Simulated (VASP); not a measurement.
# Cu (P1) in VASP: further runs, part 2 of 2

VASP 6.6.1.

### 3 Single point, LDA

INCAR

```
PREC = Accurate
ENCUT = 600
EDIFF = 1E-6
ISMEAR = -1
SIGMA = 0.1
LREAL = False
LASPH = True
NELM = 120
ALGO = Normal
ISIF = 2
LWAVE = False
LCHARG = False
GGA = CA
NBANDS = 30
GGA_COMPAT = False
```

KPOINTS

```
Automatic mesh
0
Gamma
  7 7 2
```

POSCAR

```
Cu
1.0
    2.5307600000      0.0000000000      0.0000000000
   -1.2653800000      2.1917100000      0.0000000000
    0.0000000000      0.0000000000      8.2618200000
Cu
4
Direct
    0.9925800000      0.9985900000      0.9998000000
    0.3176777885      0.6569400000      0.2506100000
    0.0082400000      0.0061200000      0.5010500000
    0.6724400000      0.3369600000      0.7519600000
```

Potentials or basis: VASP PAW LDA potentials, release 64 (Cu).

Command:

```console
$ cat potpaw_LDA.64/Cu/POTCAR > POTCAR
$ mpirun -np 1 vasp_std > vasp.out
```

OUTCAR:

```text
PREC = Accurate
   ENCUT = 600
   EDIFF = 1E-6
   ISMEAR = -1
   LREAL = False
   LASPH = True
   NELM = 120
   ISIF = 2
   GGA = CA

 ion  position               nearest neighbor table
   1  0.993  0.999  1.000-   4 2.51   4 2.51   2 2.53   4 2.53   2 2.54   2 2.55
   2  0.318  0.657  0.251-   3 2.51   3 2.52   1 2.53   1 2.54   1 2.55   3 2.56
   3  0.008  0.006  0.501-   2 2.51   2 2.52   4 2.53   4 2.54   4 2.54   2 2.56
   4  0.672  0.337  0.752-   1 2.51   1 2.51   1 2.53   3 2.53   3 2.54   3 2.54

  LATTYP: Found a hexagonal cell.
 ALAT       =     2.5307600000
 C/A-ratio  =     3.2645608434

  Lattice vectors:

 A1 = (   2.5307600000,   0.0000000000,   0.0000000000)
 A2 = (  -1.2653800000,   2.1917100000,   0.0000000000)
 A3 = (   0.0000000000,   0.0000000000,   8.2618200000)

Analysis of symmetry for initial positions (statically):
=====================================================================
 Subroutine PRICEL returns:
 Original cell was already a primitive cell.

 Routine SETGRP: Setting up the symmetry group for a
 hexagonal supercell.

 Subroutine GETGRP returns: Found  1 space group operations
 (whereof  1 operations were pure point group operations)
 out of a pool of 24 trial point group operations.

The static configuration has the point symmetry C_1 .

Analysis of symmetry for dynamics (positions and initial velocities):
=====================================================================
 Subroutine PRICEL returns:
 Original cell was already a primitive cell.

 Routine SETGRP: Setting up the symmetry group for a
 hexagonal supercell.

 Subroutine GETGRP returns: Found  1 space group operations
 (whereof  1 operations were pure point group operations)
 out of a pool of 24 trial point group operations.

The dynamic configuration has the point symmetry C_1 .

 Subroutine INISYM returns: Found  1 space group operations
 (whereof  1 operations are pure point group operations),
 and found     1 'primitive' translations

----------------------------------------------------------------------------------------

                                     Primitive cell

  volume of cell :      45.8258

  direct lattice vectors                    reciprocal lattice vectors
     2.530760000  0.000000000  0.000000000     0.395138219  0.228132372  0.000000000
    -1.265380000  2.191710000  0.000000000     0.000000000  0.456264743  0.000000000
     0.000000000  0.000000000  8.261820000     0.000000000  0.000000000  0.121038706

  length of vectors
     2.530760000  2.530766538  8.261820000     0.456265922  0.456264743  0.121038706

  position of ions in fractional coordinates (direct lattice)
     0.992580000  0.998590000  0.999800000
     0.317677788  0.656940000  0.250610000
     0.008240000  0.006120000  0.501050000
     0.672440000  0.336960000  0.751960000

  ion indices of the primitive-cell ions
   primitive index   ion index
                 1           1
                 2           2
                 3           3
                 4           4

----------------------------------------------------------------------------------------

 KPOINTS: Automatic mesh

Automatic generation of k-mesh.
 Grid dimensions read from file:
 generate k-points for:    7    7    2

 Generating k-lattice:

  Cartesian coordinates                     Fractional coordinates (reciprocal lattice)
     0.056448317  0.032590339  0.000000000     0.142857143 -0.000000000  0.000000000
     0.000000000  0.065180678  0.000000000     0.000000000  0.142857143  0.000000000
     0.000000000  0.000000000  0.060519353     0.000000000  0.000000000  0.500000000

  Length of vectors
     0.065180846  0.065180678  0.060519353

  Shift w.r.t. Gamma in fractional coordinates (k-lattice)
     0.000000000  0.000000000  0.000000000

 Subroutine IBZKPT returns following result:
 ===========================================

 Found     50 irreducible k-points:

 Following reciprocal coordinates:
            Coordinates               Weight
  0.000000  0.000000  0.000000      1.000000
  0.142857  0.000000  0.000000      2.000000
  0.000000  0.142857  0.000000      2.000000
 -0.142857  0.142857  0.000000      2.000000
  0.285714  0.000000  0.000000      2.000000
  0.000000  0.285714  0.000000      2.000000
[... 16 lines left out ...]
  0.285714  0.285714  0.000000      2.000000
 -0.285714 -0.428571  0.000000      2.000000
 [... further k-points ...]
   k-points           NKPTS =     50   k-points in BZ     NKDIM =     50   number of bands    NBANDS=     30
   number of dos      NEDOS =    301   number of ions     NIONS =      4
   total plane-waves  NPLWV =  28000
   dimension x,y,z NGX =    20 NGY =   20 NGZ =   70
   dimension x,y,z NGXF=    40 NGYF=   40 NGZF=  140
   ions per type =               4
   NGX,Y,Z   is equivalent  to a cutoff of  13.14, 13.14, 14.09 a.u.
   NGXF,Y,Z  is equivalent  to a cutoff of  26.28, 26.28, 28.17 a.u.
 SYSTEM =  unknown system
   PREC   = accura    normal or accurate (medium, high low for compatibility)
   ISTART =      0    job   : 0-new  1-cont  2-samecut
   ICHARG =      2    charge: 1-file 2-atom 10-const
   ISPIN  =      1    spin polarized calculation?
   LNONCOLLINEAR =      F non collinear calculations
   LSORBIT =      F    spin-orbit coupling
   LASPH  =      T    aspherical Exc in radial PAW
   ENCUT  =  600.0 eV  44.10 Ry    6.64 a.u.   5.05  5.05 16.50*2*pi/ulx,y,z
   NELM   =    120;   NELMIN=  2; NELMDL= -5     # of ELM steps
   EDIFF  = 0.1E-05   stopping-criterion for ELM
   LREAL  =      F    real-space projection
   EDIFFG = 0.1E-04   stopping-criterion for IOM
   NSW    =      0    number of steps for IOM
   IBRION =     -1    ionic relax: 0-MD 1-quasi-New 2-CG
   NFREE  =      0    steps in history (QN), initial steepest desc. (CG)
   ISIF   =      2    stress and relaxation
   ISYM   =      2    0-nonsym 1-usesym 2-fastsym
   POTIM  = 0.5000    time-step for ionic-motion
   TEBEG  =    0.0;   TEEND  =   0.0 temperature during run
   PSTRESS=    0.0 pullay stress
   NELECT =      44.0000    total number of electrons
   NUPDOWN=      -1.0000    fix difference up-down
   EMIN   =  10.00;   EMAX   =-10.00  energy-range for DOS
   EFERMI =   0.00;   METHOD = LEGACY
   ISMEAR =    -1;   SIGMA  =   0.10  broadening in eV -4-tet -1-fermi 0-gaus
   EFERMI_NEDOS =   21; number of points for ismear=-14 and -15
   IALGO  =     38    algorithm
   IMIX   =      4    mixing-type and parameters
     AMIX     =   0.40;   BMIX     =  1.00
     AMIX_MAG =   1.60;   BMIX_MAG =  1.00
  volume/ion in A,a.u.               =      11.46        77.31
  Fermi-wavevector in a.u.,A,eV,Ry     =   1.615062  3.052024 35.489769  2.608424
  Thomas-Fermi vector in A             =   2.709870
   LORBIT       =      0    0 simple, 1 ext, 2 COOP (PROOUT), +10 PAW based schemes
   GGA     = CA    functional components
   LHFCALC =     F    Hartree Fock is set to
   AEXX    =    0.0000 exact exchange contribution
   IVDW    =     0    specifies the selected vdW correction
   LEPSILON=     F    determine dielectric tensor
   LRPA    =     F    only Hartree local field effects (RPA)
 non-spin polarized calculation
  energy-cutoff  :      600.00
  volume of cell :       45.83
 maximum number of plane-waves:      1542
   NGX = 11   NGY = 11   NGZ = 33

 number of electron      43.9999995 magnetization

 Free energy of the ion-electron system (eV)
  ---------------------------------------------------
  ext. energy  EPLUGINS =         0.00000000
  ---------------------------------------------------
  free energy    TOTEN  =       -18.84146694 eV

  energy without entropy =      -18.80947548  energy(sigma->0) =      -18.82547121

 E-fermi :   7.6813     XC(G=0): -13.2815

 val. band max:        7.6743718994   @ k =  -0.4286   0.4286   0.0000
 cond. band min:       7.7296679314   @ k =   0.4286  -0.0000   0.0000
 fundamental gap:      0.0552960320
 Fermi energy:         7.6812825273

 k-point     1 :       0.0000    0.0000    0.0000
  band No.  band energies     occupation
      1      -1.8571      2.00000
      2       0.2871      2.00000
      3       0.3227      2.00000
      4       2.4232      2.00000
      5       4.2733      2.00000
      6       4.3004      2.00000
[... 22 lines left out ...]
     29      29.8458      0.00000
     30      29.9687      0.00000
[... 728 lines left out ...]
  band No.  band energies     occupation
      1       3.2978      2.00000
      2       3.3140      2.00000
      3       3.3338      2.00000
      4       3.4387      2.00000
      5       3.6158      2.00000
      6       3.6302      2.00000
[... 22 lines left out ...]
     29      15.6541      0.00000
     30      17.1150      0.00000

 [... further k-points ...]
[... 5 lines left out ...]
  --------------------------------------------------------------------------------------
  -------------------------------------------------------------------------------------
  Total       -2.2762971     -2.1412560     -2.1698054     -0.0889434      0.0011745      0.0072012
  in kB      -79.5847285    -74.8633741    -75.8615295     -3.1096721      0.0410643      0.2517705
  external PRESSURE =     -76.7698774 kB  Pullay stress =       0.0000000 kB

 VOLUME and BASIS-vectors are now :
 -----------------------------------------------------------------------------
  energy-cutoff  :      600.00
  volume of cell :       45.83
      direct lattice vectors                 reciprocal lattice vectors
     2.530760000  0.000000000  0.000000000     0.395138219  0.228132372  0.000000000
    -1.265380000  2.191710000  0.000000000     0.000000000  0.456264743  0.000000000
     0.000000000  0.000000000  8.261820000     0.000000000  0.000000000  0.121038706

 POSITION                                       TOTAL-FORCE (eV/Angst)
 -----------------------------------------------------------------------------------
      1.24839      2.18862      8.26017         0.012149     -0.006777      0.090735
     -0.02731      1.43982      2.07049         0.030792      0.036241     -0.005454
      0.01311      0.01341      4.13958        -0.028234     -0.028941      0.008496
      1.27540      0.73852      6.21256        -0.014707     -0.000523     -0.093777
 -----------------------------------------------------------------------------------
    total drift:                                0.000751     -0.000388      0.000630

  FREE ENERGIE OF THE ION-ELECTRON SYSTEM (eV)
  ---------------------------------------------------
  free  energy   TOTEN  =       -18.8414669436 eV

  energy  without entropy=      -18.8094754788  energy(sigma->0) =      -18.82547121
```

It took 45 s on 1 thread of Intel Xeon Platinum 8488C (Sapphire Rapids), shared host; peak memory 0.18 GiB.

Results:

```
Free energy            : -18.8415 eV
Pressure               : -7.7 GPa
Largest force          : 0.095 eV/Å
Band gap on the k mesh : zero (band 22 reaches 10.17 eV, above the bottom of band 23 at 5.86 eV)
```

Forces on the atoms (eV/Å):
```
Cu   0.012 -0.007  0.091
Cu   0.031  0.036 -0.005
Cu  -0.028 -0.029  0.008
Cu  -0.015 -0.001 -0.094
```

Caveat: the k points lie up to 0.41 Å⁻¹ apart.

### 4 Single point, LDA

This run uses another cell than the first one, of 11.51 Å³/atom, 1.005 times its volume.

INCAR

```
ALGO = Normal
EDIFF = 1E-6
ENCUT = 600
GGA_COMPAT = False
ISIF = 2
ISMEAR = -1
LASPH = True
LCHARG = False
LREAL = False
LWAVE = False
NBANDS = 30
NELM = 120
PREC = Accurate
SIGMA = 0.1
```

KPOINTS

```
k-points
0
Gamma
  7 7 2
```

POSCAR

```
Cu
1.0
    2.5349709229      0.0000000000      0.0000000000
   -1.2674854615      2.1953567788      0.0000000000
    0.0000000000      0.0000000000      8.2755668140
Cu
4
Direct
    0.9925800000      0.9985900000      0.9998000000
    0.3240000000      0.6569400000      0.2506100000
    0.0082400000      0.0061200000      0.5010500000
    0.6724400000      0.3369600000      0.7519600000
```

Command:

```console
$ cat potpaw_LDA.64/Cu/POTCAR > POTCAR
$ mpirun -np 1 vasp_std > vasp.out
```

Run time: 44 s. Hardware: 1 thread of Intel Xeon Platinum 8488C (Sapphire Rapids), shared host; peak memory 0.18 GiB.

Results (log left out):

- Free energy: -18.8301 eV
- Pressure: -8.4 GPa
- Largest force: 0.093 eV/Å
- Band gap on the k mesh: zero (band 22 reaches 10.10 eV, above the bottom of band 23 at 5.80 eV)

Forces on the atoms (eV/Å):
```
Cu   0.023 -0.007  0.089
Cu   0.010  0.037 -0.004
Cu  -0.017 -0.029  0.007
Cu  -0.016  0.000 -0.092
```

Stress tensor (GPa, compression positive):
```
-8.68 -0.18  0.02
-0.18 -8.22  0.00
 0.02  0.00 -8.31
```

Levels at points of the mesh, in eV from the Fermi level:
```csv
k point,band 20,band 21,band 22,band 23,band 24,band 25
"(0.00, 0.00, 0.00)",-1.99,-1.98,-1.71,-1.68,-1.01,3.89
"(0.00, 0.00, 0.50)",-2.26,-1.84,-1.83,-1.81,-1.80,7.03
```

Caveat: the k points lie up to 0.41 Å⁻¹ apart.
